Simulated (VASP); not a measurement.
# BP (F-43m) in VASP: a series of runs, part 2 of 2

VASP 6.6.1. Earlier steps stand in the parts before.

### 4 Relaxation of cell and atoms, PBEsol

The input, INCAR:

```
ALGO = Normal ; EDIFF = 1E-7
EDIFFG = -0.05 ; ENCUT = 500
GGA = PS ; GGA_COMPAT = False
IBRION = 2 ; ISIF = 3
ISMEAR = 0 ; LASPH = True
LCHARG = False ; LREAL = False
LWAVE = False ; NELM = 120
NELMIN = 4 ; NSW = 80
PREC = Accurate ; SIGMA = 0.1
```

The input, KPOINTS:

```
k-points
0
Gamma
  8 8 8
```

The input, POSCAR:

```
BP
1.0
    0.0000000000      2.4186628217      2.4186628217
    2.4186628217      0.0000000000      2.4186628217
    2.4186628217      2.4186628217      0.0000000000
B P
1 1
Direct
    0.0000000000      0.0000000000      0.0000000000
    0.2500000000      0.2500000000      0.2500000000
```

Potentials or basis: VASP PAW PBE potentials, release 64 (B, P).

On the command line:

```console
$ cat potpaw_PBE.64/B/POTCAR potpaw_PBE.64/P/POTCAR > POTCAR
$ mpirun -np 1 vasp_std > vasp.out
```

OUTCAR:

```text
EDIFF = 1E-7
   EDIFFG = -0.05
   ENCUT = 500
   GGA = PS
   IBRION = 2
   ISIF = 3
   ISMEAR = 0
   LASPH = True
   LREAL = False
   NELM = 120
   NELMIN = 4
   NSW = 80
   PREC = Accurate

 ion  position               nearest neighbor table
   1  0.000  0.000  0.000-   2 2.09   2 2.09   2 2.09   2 2.09
   2  0.250  0.250  0.250-   1 2.09   1 2.09   1 2.09   1 2.09

  LATTYP: Found a face centered cubic cell.
 ALAT       =     4.8373256434

  Lattice vectors:

 A1 = (   0.0000000000,   2.4186628217,   2.4186628217)
 A2 = (   2.4186628217,   0.0000000000,   2.4186628217)
 A3 = (   2.4186628217,   2.4186628217,   0.0000000000)

Analysis of symmetry for initial positions (statically):
=====================================================================
 Subroutine PRICEL returns:
 Original cell was already a primitive cell.

 Routine SETGRP: Setting up the symmetry group for a
[... 251 lines left out ...]

 E-fermi :   7.9647     XC(G=0): -11.0874

 val. band max:        7.5241793902   @ k =   0.0000   0.0000   0.0000
 cond. band min:       8.6755928737   @ k =   0.3750   0.3750   0.0000
 fundamental gap:      1.1514134835
 Fermi energy:         7.9646739083

 k-point     1 :       0.0000    0.0000    0.0000
  band No.  band energies     occupation
      1      -8.0631      2.00000
      2       7.5242      2.00000
      3       7.5242      2.00000
      4       7.5242      2.00000
      5      10.8954      0.00000
      6      10.8954      0.00000
      7      10.8954      0.00000
      8      15.0184      0.00000
[... 243 lines left out ...]
 k-point    24 :      -0.3750    0.2500    0.1250
  band No.  band energies     occupation
      1      -4.0084      2.00000
      2      -1.0363      2.00000
      3       2.9340      2.00000
      4       4.3452      2.00000
      5      11.6236      0.00000
      6      12.6919      0.00000
      7      15.8628      0.00000
      8      17.3079      0.00000

 [... further k-points ...]
[... 5 lines left out ...]
  --------------------------------------------------------------------------------------
  -------------------------------------------------------------------------------------
  Total       -0.0282070     -0.0282070     -0.0282070     -0.0000000     -0.0000000      0.0000000
  in kB       -1.9537116     -1.9537116     -1.9537116     -0.0000000     -0.0000000      0.0000000
  external PRESSURE =      -1.9537116 kB  Pullay stress =       0.0000000 kB
[... 17 lines left out ...]
  FREE ENERGIE OF THE ION-ELECTRON SYSTEM (eV)
  ---------------------------------------------------
  free  energy   TOTEN  =       -13.6736269436 eV

  energy  without entropy=      -13.6736269436  energy(sigma->0) =      -13.67362694

 reached required accuracy - stopping structural energy minimisation
```

OSZICAR:

```text
N       E                     dE             d eps       ncg     rms          rms(c)
DAV:   1     0.686816266699E+01    0.68682E+01   -0.37164E+03   464   0.844E+02
DAV:   2    -0.133278728222E+02   -0.20196E+02   -0.19253E+02   712   0.966E+01
DAV:   3    -0.136051553861E+02   -0.27728E+00   -0.27728E+00   560   0.149E+01
[... 27 lines left out ...]
DAV:   5    -0.136736364087E+02    0.27847E-03   -0.38519E-04   600   0.139E-01    0.115E-01
DAV:   6    -0.136736271020E+02    0.93067E-05   -0.80680E-06   536   0.242E-02    0.110E-02
DAV:   7    -0.136736268246E+02    0.27735E-06   -0.10542E-06   632   0.622E-03    0.395E-03
DAV:   8    -0.136736269600E+02   -0.13536E-06   -0.78605E-08   344   0.222E-03    0.448E-04
DAV:   9    -0.136736269436E+02    0.16423E-07   -0.36523E-09   232   0.533E-04
   3 F= -.13673627E+02 E0= -.13673627E+02  d E =-.443379E+00
```

Run time: 20 s. Hardware: 1 thread of Intel Xeon Platinum 8488C (Sapphire Rapids), shared host; peak memory 0.14 GiB.

What came out:

```yaml
Free_energy: -13.6736 eV
Relaxed_volume: 11.57 Å³/atom
Relaxed_cell: a = 3.198 Å, b = 3.198 Å, c = 3.198 Å, α = 60.00°, β = 60.00°, γ = 60.00°
Space_group_after_relaxing_to_0.05_Å: F-43m (No. 216)
Energy_gained_by_relaxing: 221.7 meV/atom
Ionic_steps: 3
Pressure_after_relaxing: -0.2 GPa
Band_gap_on_the_k_mesh: 1.15 eV, indirect (least direct gap 3.37 eV)
```

The path:
```csv
step,energy change (eV),largest force (eV/Å),pressure (GPa),volume (Å³)
1,0.0000,0.0000,-23.18,28.30
2,-0.2884,0.0000,22.66,20.72
3,-0.4434,0.0000,-0.20,23.13
```

Final structure:
```cif
data_structure
_symmetry_space_group_name_H-M 'P 1'
_symmetry_Int_Tables_number 1
_cell_length_a 3.1982
_cell_length_b 3.1982
_cell_length_c 3.1982
_cell_angle_alpha 60.000
_cell_angle_beta 60.000
_cell_angle_gamma 60.000
_cell_volume 23.13
loop_
_atom_site_label
_atom_site_type_symbol
_atom_site_fract_x
_atom_site_fract_y
_atom_site_fract_z
_atom_site_occupancy
B1 B 0.00000 0.00000 0.00000 1
P1 P 0.25000 0.25000 0.25000 1
```

Caveat: the volume moved by over 15 % at a fixed basis, so the end points are rough; the PAW data sets were made with another functional, which shifts forces and pressure a little. A k mesh can miss the band edges.

### 5 Overview

| task | cell | k mesh | gap on the mesh (eV) | pressure (GPa) |
| --- | --- | --- | --- | --- |
| single point | a = 3.421 Å, angles 60.0°, 2 atoms | 6 × 6 × 6 | 1.45 | -23.1 |
| single point | a = 3.199 Å, angles 60.0°, 2 atoms | 8 × 8 × 8 | 1.15 | -0.3 |
| relaxation of cell and atoms | relaxed from a = 3.421 Å, angles 60.0°, 2 atoms | 8 × 8 × 8 | 1.15 | -0.2 |

Alike in all rows: level PBEsol; potentials or basis VASP PAW PBE potentials, release 64 (B, P); no spin polarisation; cutoff (eV) 500; smearing gaussian 0.1 eV.

Caveats: the PAW data sets were made with another functional, which shifts forces and pressure a little; the volume moved by over 15 % at a fixed basis, so the end points are rough (some runs).

Absolute energies hang on the potentials; compare differences alone.
